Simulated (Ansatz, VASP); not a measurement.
## TiSi2: VASP beside Ansatz

Contents of INCAR:

```
SYSTEM = TiSi2
PREC     = Accurate       ! precision mode
ENCUT    = 520            ! plane-wave cutoff, eV
EDIFF    = 1E-6           ! SCF threshold, eV
ISMEAR   = 0              ! smearing method
SIGMA    = 0.1            ! smearing width, eV
LREAL    = .False.        ! projectors in reciprocal space
LASPH    = .True.         ! aspherical terms in the spheres
NELM     = 60             ! most SCF steps
ALGO     = Normal         ! electronic algorithm
ISIF     = 2              ! what is computed and relaxed
LWAVE    = .False.        ! write WAVECAR
LCHARG   = .False.        ! write CHGCAR
GGA      = PE             ! functional
NBANDS   = 17             ! bands
```

Contents of KPOINTS:

```
regular mesh
0
Gamma
  6 6 6
  0 0 0
```

POSCAR

```
TiSi2
1.0
    3.7999302900      0.0000000000      0.0000000000
   -1.8999651500      3.2908361700      0.0000000000
    0.0000000000      0.0000000000      3.5933147100
Ti Si
1 2
Direct
    0.0000000000      0.0000000000      0.0000000000
    0.3333333300      0.6666666700      0.5000000000
    0.6666666700      0.3333333300      0.5000000000
```

Input for Ansatz:

```yaml
crystal:
  lattice:
    - [3.79993029, 0.0, 0.0]
    - [-1.89996515, 3.29083617, 0.0]
    - [0.0, 0.0, 3.59331471]
  atoms:
    - { symbol: Ti, position: [0.0, 0.0, 0.0] }
    - { symbol: Si, position: [0.33333333, 0.66666667, 0.5] }
    - { symbol: Si, position: [0.66666667, 0.33333333, 0.5] }
basis:
  ecutwfc: 420
kpoints:
  mp_grid: { grid: [6, 6, 6] }
hamiltonian:
  xc: pbe
scf:
  occupations: { method: gaussian, width: 0.1 }
  lower_state_search: "off"
output:
  forces: true
  stress: true
  eigenvalues: true
```

Change from the starting cell: species swapped into the ErGa2 type (P6/mmm, No. 191).

Alike in both runs: task single point; functional PBE; k mesh 6 × 6 × 6; occupations gaussian, width 0.1 eV; no spin polarisation.

|  | VASP | Ansatz |
| --- | --- | --- |
| version | VASP 6.6.1 | Ansatz 0.2.0 |
| potentials or method | VASP PAW PBE potentials, release 64 (Ti_sv, Si), cutoff 520 eV | scalar-relativistic, plane waves, PAW |
| valence electrons in the cell | 20 | 20 |

|  | VASP | Ansatz | Ansatz less VASP |
| --- | --- | --- | --- |
| gap on the k mesh at the Fermi level (eV) | none | none | - |
| pressure (GPa) | 5.6 | 5.7 | +0.10 |
| traceless stress, the component that is largest in VASP (GPa) | -13.51 | -13.65 | -0.144 |

A gap of «none» marks a metal or a gap that the smearing closes.
